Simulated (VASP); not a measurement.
# Na2C2O5 (P2_1) in VASP: electric field gradients with PBE

Aim: the electric field gradients of Na2C2O5 with PBE.

Program: VASP 6.6.1. These are calculated values, not measurements. Logs are shortened: lines on timing, memory, paths and dates and some standing lists are left out, and cuts for length are marked.

### 1 The cell of the first run

Symmetry: P2_1, No. 4, monoclinic system. Conventional cell: a = 2.906 Å, b = 5.422 Å, c = 9.687 Å, α = 90.00°, β = 94.99°, γ = 90.00°. Na (site symmetry 1) has 13 O at 2.14 to 3.64 Å and 8 C at 2.68 to 3.52 Å and 5 Na at 2.91 to 3.70 Å within 3.8 Å. Na (site symmetry 1) has 13 O at 2.11 to 3.53 Å and 8 C at 2.61 to 3.57 Å and 5 Na at 2.91 to 3.19 Å within 3.6 Å. Within 1.6 Å of C (site symmetry 1) lie 3 O at 1.21 to 1.41 Å. C (site symmetry 1) has 3 O at 1.21 to 1.38 Å within 1.6 Å. Within 1.8 Å of O (site symmetry 1) lie 2 C at 1.38 to 1.41 Å. Within 1.7 Å of O (site symmetry 1) lie 1 C at 1.25 Å. Within 1.6 Å of O (site symmetry 1) lie 1 C at 1.21 Å. O (site symmetry 1) has 1 C at 1.24 Å within 1.7 Å.

### 2 Electric field gradients, PBE

Input file INCAR:

```
SYSTEM = Na2C2O5
ALGO     = Normal         ! electronic algorithm
EDIFF    = 1E-8           ! SCF threshold, eV
ENCUT    = 520            ! plane-wave cutoff, eV
GGA      = PE             ! functional
ISIF     = 2              ! what is computed and relaxed
ISMEAR   = -1             ! smearing method
LASPH    = .TRUE.         ! aspherical terms in the spheres
LCHARG   = .FALSE.        ! write CHGCAR
LEFG     = .TRUE.       
LREAL    = Auto         
LWAVE    = .FALSE.        ! write WAVECAR
NBANDS   = 67             ! bands
NELM     = 80             ! most SCF steps
PREC     = Accurate       ! precision mode
SIGMA    = 0.02           ! smearing width, eV
```

Input file KPOINTS:

```
k-points
0
G
  7 4 2
  0 0 0
```

Input file POSCAR:

```
Na2C2O5
1.0
    2.9064000000      0.0000000000      0.0000000000
    0.0000000000      5.4219000000      0.0000000000
   -0.8426020985      0.0000000000      9.6503848687
Na C O
4 4 10
Direct
    0.6194000000      0.4791000000      0.8779500000
    0.3806000000      0.9791000000      0.1220500000
    0.5250000000      0.2117000000      0.5831200000
    0.4750000000      0.7117000000      0.4168800000
    0.1860000000      0.7564000000      0.6629000000
    0.8140000000      0.2564000000      0.3371000000
    0.9810000000      0.0306000000      0.8474000000
    0.0190000000      0.5306000000      0.1526000000
    0.0938000000      0.7991000000      0.8009000000
    0.9062000000      0.2991000000      0.1991000000
    0.0745000000      0.2116000000      0.7742000000
    0.9255000000      0.7116000000      0.2258000000
    0.4234000000      0.5750000000      0.6523000000
    0.5766000000      0.0750000000      0.3477000000
    0.0257000000      0.8996000000      0.5713000000
    0.9743000000      0.3996000000      0.4287000000
    0.8120000000      0.0320000000      0.9569000000
    0.1880000000      0.5320000000      0.0431000000
```

Potentials or basis: VASP PAW PBE potentials, release 64 (Na_pv, C, O).

The run is started by

```
> cat potpaw_PBE.64/Na_pv/POTCAR potpaw_PBE.64/C/POTCAR potpaw_PBE.64/O/POTCAR > POTCAR
> mpirun -np 1 vasp_std > vasp.out
```

OUTCAR:

```text
SYSTEM = Na2C2O5
   EDIFF = 1E-8
   ENCUT = 520
   GGA = PE
   ISIF = 2
   ISMEAR = -1
   LASPH = .TRUE.
   LREAL = Auto
   NELM = 80
   PREC = Accurate

 ion  position               nearest neighbor table
   1  0.619  0.479  0.878-  18 2.14  18 2.22  11 2.26  13 2.27  11 2.31   9 2.38
   2  0.381  0.979  0.122-  17 2.14  17 2.22  12 2.26  14 2.27  12 2.31  10 2.38
   3  0.525  0.212  0.583-  13 2.11  15 2.23  15 2.24  16 2.31  16 2.33  11 2.34  11 2.36
   4  0.475  0.712  0.417-  14 2.11  16 2.23  16 2.24  15 2.31  15 2.33  12 2.34  12 2.36
   5  0.186  0.756  0.663-  13 1.21  15 1.24   9 1.41
   6  0.814  0.256  0.337-  14 1.21  16 1.24  10 1.41
   7  0.981  0.031  0.847-  17 1.21  11 1.25   9 1.38
   8  0.019  0.531  0.153-  18 1.21  12 1.25  10 1.38
   9  0.094  0.799  0.801-   7 1.38   5 1.41   1 2.38
  10  0.906  0.299  0.199-   8 1.38   6 1.41   2 2.38
  11  0.075  0.212  0.774-   7 1.25   1 2.26   1 2.31   3 2.34   3 2.36
  12  0.925  0.712  0.226-   8 1.25   2 2.26   2 2.31   4 2.34   4 2.36
  13  0.423  0.575  0.652-   5 1.21   3 2.11   1 2.27
  14  0.577  0.075  0.348-   6 1.21   4 2.11   2 2.27
  15  0.026  0.900  0.571-   5 1.24   3 2.23   3 2.24   4 2.31   4 2.33
  16  0.974  0.400  0.429-   6 1.24   4 2.23   4 2.24   3 2.31   3 2.33
  17  0.812  0.032  0.957-   7 1.21   2 2.14   2 2.22
  18  0.188  0.532  0.043-   8 1.21   1 2.14   1 2.22

  LATTYP: Found a simple monoclinic cell.
 ALAT       =     2.9064000000
 B/A-ratio  =     1.8655037159
 C/A-ratio  =     3.3330236719
 COS(beta)  =    -0.0869818726

  Lattice vectors:

 A1 = (   2.9064000000,   0.0000000000,   0.0000000000)
 A2 = (   0.0000000000,   5.4219000000,   0.0000000000)
 A3 = (  -0.8426020985,   0.0000000000,   9.6503848687)

Analysis of symmetry for initial positions (statically):
=====================================================================
 Subroutine PRICEL returns:
 Original cell was already a primitive cell.

 Routine SETGRP: Setting up the symmetry group for a
 simple monoclinic supercell.

 Subroutine GETGRP returns: Found  2 space group operations
 (whereof  1 operations were pure point group operations)
 out of a pool of  4 trial point group operations.

The static configuration has the point symmetry C_1 .
 The point group associated with its full space group is C_2 .
[... 1810 lines left out ...]

  FORCE on cell =-STRESS in cart. coord.  units (eV):
  Direction    XX          YY          ZZ          XY          YZ          ZX
  --------------------------------------------------------------------------------------
  -------------------------------------------------------------------------------------
  Total       26.8510183     28.0194659     29.8115726      0.0000000      0.0000000     -2.7814528
  in kB      282.8914494    295.2017396    314.0826505      0.0000000      0.0000000    -29.3042602
  external PRESSURE =     297.3919465 kB  Pullay stress =       0.0000000 kB

 VOLUME and BASIS-vectors are now :
 -----------------------------------------------------------------------------
  energy-cutoff  :      520.00
  volume of cell :      152.07
      direct lattice vectors                 reciprocal lattice vectors
     2.906400000  0.000000000  0.000000000     0.344068263  0.000000000  0.030041563
     0.000000000  5.421900000  0.000000000     0.000000000  0.184437190  0.000000000
    -0.842602099  0.000000000  9.650384869     0.000000000  0.000000000  0.103622810

 POSITION                                       TOTAL-FORCE (eV/Angst)
 -----------------------------------------------------------------------------------
      1.06046      2.59763      8.47256         0.010688     -0.012331     -0.095394
      1.00334      5.30858      1.17783        -0.010688     -0.012331      0.095394
      1.03452      1.14782      5.62733         0.042920      0.006020      0.027115
      1.02928      3.85877      4.02305        -0.042920      0.006020     -0.027115
     -0.01797      4.10113      6.39724        -0.800405      0.842410      0.463524
      2.08177      1.39018      3.25314         0.800405      0.842410     -0.463524
[... 10 lines left out ...]
      1.55371      0.17350      9.23445        -1.304628      0.005095      2.207968
      0.51009      2.88445      0.41593         1.304628      0.005095     -2.207968
 -----------------------------------------------------------------------------------
    total drift:                                0.000000      0.038799     -0.000009

  FREE ENERGIE OF THE ION-ELECTRON SYSTEM (eV)
  ---------------------------------------------------
  free  energy   TOTEN  =      -116.8574686883 eV

  energy  without entropy=     -116.8574686883  energy(sigma->0) =     -116.85746869

 Electric field gradients (V/A^2)
---------------------------------------------------------------------
 ion       V_xx      V_yy      V_zz      V_xy      V_xz      V_yz
---------------------------------------------------------------------
   1      -0.232    10.563   -10.331     2.342     2.132    -4.402
   2      -0.232    10.563   -10.331    -2.342     2.132     4.402
   3       4.417   -10.191     5.774     3.399     2.688    -4.409
   4       4.417   -10.191     5.774    -3.399     2.688     4.409
   5      10.728   -17.097     6.369    28.003    -6.645    12.033
   6      10.728   -17.097     6.369   -28.003    -6.645   -12.033
[... 10 lines left out ...]
  17      42.886  -118.453    75.567     0.591   -28.099     6.171
  18      42.886  -118.453    75.567    -0.591   -28.099    -6.171
---------------------------------------------------------------------

 Electric field gradients after diagonalization (V/A^2)
 (convention: |V_zz| > |V_xx| > |V_yy|)
----------------------------------------------------------------------
 ion       V_xx      V_yy      V_zz     asymmetry (V_yy - V_xx)/ V_zz
----------------------------------------------------------------------
   1      11.752     0.040   -11.792       0.993
   2      11.752     0.040   -11.792       0.993
   3       8.015     4.262   -12.278       0.306
   4       8.015     4.262   -12.278       0.306
   5      28.110    10.531   -38.641       0.455
   6      28.110    10.531   -38.641       0.455
[... 10 lines left out ...]
  17      91.853    26.810  -118.663       0.548
  18      91.853    26.810  -118.663       0.548
----------------------------------------------------------------------

           NMR quadrupolar parameters

 Cq : quadrupolar parameter    Cq=e*Q*V_zz/h
 eta: asymmetry parameters     (V_yy - V_xx)/ V_zz
 Q  : nuclear electric quadrupole moment in mb (millibarn)
----------------------------------------------------------------------
 ion       Cq(MHz)       eta       Q (mb)
----------------------------------------------------------------------
   1      -0.029       0.993       1.000
   2      -0.029       0.993       1.000
   3      -0.030       0.306       1.000
   4      -0.030       0.306       1.000
   5      -0.093       0.455       1.000
   6      -0.093       0.455       1.000
[... 10 lines left out ...]
  17      -0.287       0.548       1.000
  18      -0.287       0.548       1.000
----------------------------------------------------------------------
```

OSZICAR:

```text
N       E                     dE             d eps       ncg     rms          rms(c)
DAV:   1     0.145498135958E+04    0.14550E+04   -0.52232E+04  3216   0.190E+03
DAV:   2     0.820510573761E+02   -0.13729E+04   -0.13042E+04  3568   0.542E+02
DAV:   3    -0.117734457320E+03   -0.19979E+03   -0.19577E+03  3425   0.214E+02
[... 12 lines left out ...]
DAV:  16    -0.116857468535E+03    0.10550E-06   -0.15975E-06  4664   0.104E-02    0.146E-03
DAV:  17    -0.116857468603E+03   -0.68936E-07   -0.49195E-07  4192   0.446E-03    0.806E-04
DAV:  18    -0.116857468662E+03   -0.58169E-07   -0.54624E-08  3704   0.303E-03    0.341E-04
DAV:  19    -0.116857468688E+03   -0.26415E-07   -0.32755E-08  2888   0.117E-03    0.148E-04
DAV:  20    -0.116857468688E+03   -0.27103E-09   -0.66882E-09  2024   0.532E-04
   1 F= -.11685747E+03 E0= -.11685747E+03  d E =-.103928E-12
```

stdout:

```text
POSCAR found type information on POSCAR NaC O
 POSCAR found :  3 types and      18 ions
 scaLAPACK will be used
 LDA part: xc-table for (Slater+PW92), standard interpolation
 POSCAR, INCAR and KPOINTS ok, starting setup
 FFT: planning ... GRIDC
 FFT: planning ... GRID_SOFT
 FFT: planning ... GRID
 WAVECAR not read
 entering main loop
ion   1
     0.0000330    -0.0536878     0.0880554     0.1806067    -0.0489652     0.1227704
     0.0000455    -0.0536878     0.0880554     0.1806067    -0.0489652     0.1227704
     0.0000627    -0.0536878     0.0880554     0.1806067    -0.0489652     0.1227704
     0.0000863    -0.0536878     0.0880554     0.1806067    -0.0489652     0.1227704

     0.0000330    -2.1273258     3.8059663     7.7274988    -1.8531825     4.8936075
     0.0000455    -2.1273248     3.8059644     7.7274950    -1.8531816     4.8936051
     0.0000627    -2.1273230     3.8059612     7.7274884    -1.8531800     4.8936009
     0.0000863    -2.1273200     3.8059558     7.7274775    -1.8531774     4.8935940
[... 106 lines left out ...]
     0.0000293   -49.3556760    78.8180240    20.6163221   -26.7715099     7.9645842
     0.0000403   -49.3556673    78.8180097    20.6163187   -26.7715058     7.9645821
     0.0000555   -49.3556524    78.8179855    20.6163128   -26.7714989     7.9645787
     0.0000765   -49.3556274    78.8179448    20.6163028   -26.7714873     7.9645728

ion  12
     0.0000293    14.9358211   -22.8004209     6.9485760   -10.7
```

It took 5.4 min on 1 thread of AMD EPYC 7R13 (Zen 3), shared host; peak memory 0.3 GiB.

What came out:

```
Free energy                             : -116.8575 eV
Pressure                                : 29.7 GPa
Largest force                           : 2.606 eV/Å
Band gap on the k mesh                  : 4.71 eV (least direct gap 4.76 eV)
Largest electric field gradient by atom : Na -11.8, -12.3 (each value once); C -38.6, -37.5 (each value once); O +148.9, -123.5, -121.1, -116.4, -118.7 (each value once) V/Å²
```

Forces on the atoms (eV/Å):
```
Na   0.011 -0.012 -0.095
Na  -0.011 -0.012  0.095
Na   0.043  0.006  0.027
Na  -0.043  0.006 -0.027
C   -0.800  0.842  0.464
C    0.800  0.842 -0.464
C    1.376  0.289 -2.195
C   -1.376  0.289  2.195
O   -0.030 -0.273  0.270
O    0.030 -0.273 -0.270
O   -0.063  0.052  0.001
O    0.063  0.052 -0.001
O    0.984 -1.283 -0.189
O   -0.984 -1.283  0.189
O   -0.128  0.373 -0.558
O    0.128  0.373  0.558
O   -1.305  0.005  2.208
O    1.305  0.005 -2.208
```

Stress tensor (GPa, compression positive):
```
28.29  0.00 -2.93
 0.00 29.52  0.00
-2.93  0.00 31.41
```

Levels at points of the mesh, in eV from the valence-band top:
```tsv
k point	band 49	band 50	band 51	band 52	band 53	band 54	band 55	band 56
(0.00, 0.00, 0.00)	-0.65	-0.48	-0.18	-0.05	4.71	4.95	6.50	6.71
(0.00, 0.50, 0.00)	-0.59	-0.59	-0.23	-0.23	4.91	4.91	6.51	6.51
(0.00, 0.00, 0.50)	-0.66	-0.52	-0.15	-0.06	4.80	4.84	6.55	6.66
(0.00, 0.50, 0.50)	-0.58	-0.58	-0.18	-0.18	4.91	4.91	6.51	6.51
```

Electric field gradients, principal values (V/Å²):
```tsv
atom	least	middle	greatest (by size)
1 Na	0.040	11.752	-11.792
2 Na	0.040	11.752	-11.792
3 Na	4.262	8.015	-12.278
4 Na	4.262	8.015	-12.278
5 C	10.531	28.110	-38.641
6 C	10.531	28.110	-38.641
7 C	7.099	30.373	-37.472
8 C	7.099	30.373	-37.472
9 O	-44.283	-104.662	148.945
10 O	-44.283	-104.662	148.945
11 O	13.650	109.895	-123.545
12 O	13.650	109.895	-123.545
13 O	28.116	93.011	-121.127
14 O	28.116	93.011	-121.127
15 O	9.394	106.964	-116.358
16 O	9.394	106.964	-116.358
17 O	26.810	91.853	-118.663
18 O	26.810	91.853	-118.663
```

Caveat: the cell stands under pressure; without QUAD_EFG the Cq values of the log hold for a quadrupole moment of 1 mb, not for the nuclei; an odd mesh through Γ misses points on the zone boundary, where band edges can lie; forces of over 1 eV/Å act on the atoms, so gaps and moduli don't describe the material at rest.
